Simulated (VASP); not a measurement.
The system is WF3.

```
W F
1.0
     2.57056    1.48411    2.23489
    -2.57056    1.48411    2.23489
     0.00000   -2.96823    2.23489
W F
1 3
Direct
  0.00000 0.00000 0.00000
  0.00000 0.00000 0.50000
  0.50000 0.00000 0.00000
  0.00000 0.50000 0.00000
```

The cell was generated, and may not be a known phase.

| Property | Result |
| --- | --- |
| Program | VASP 6.6.1 |
| Task | relaxation of cell and atoms |
| Functional | PBE |
| Potentials or basis | VASP PAW PBE potentials, release 64 (W_sv, F) |
| Cutoff | 600 eV |
| k mesh | 6 × 6 × 6 |
| Occupations | gaussian, width 0.1 eV |
| Spin | collinear spin |
| Starting moments | [1.63, 0.1, 0.1, 0.1] μB |

At the start: pressure 63.6 GPa; volume 12.79 Å³/atom.

Q: How do energy, volume and symmetry change on relaxing?

A: Over 4 steps the energy falls by 723.9 meV/atom and the volume is 17.81 Å³/atom (+39.3 %); space group R-3m (No. 166, to 0.1 Å) before and after; moment 2.99 μB per cell.

The path:
```
step  energy change (eV)  largest force (eV/Å)  pressure (GPa)  volume (Å³)
   1              0.0000                0.0000           63.63        51.16
   2             -0.5147                0.0000          -23.08        98.70
   3             -2.8948                0.0000           -0.61        71.71
   4             -2.8956                0.0000            0.08        71.25
```

Final structure:
```
CELL_PARAMETERS angstrom
2.85557 1.64866 2.52251
-2.85557 1.64866 2.52251
0.00000 -3.29733 2.52251
ATOMIC_POSITIONS crystal
W 0.00000 0.00000 0.00000
F 0.00000 0.00000 0.50000
F 0.50000 0.00000 0.00000
F 0.00000 0.50000 0.00000
```

Caveat: the volume moved by over 15 % at a fixed basis, so the end points are rough.
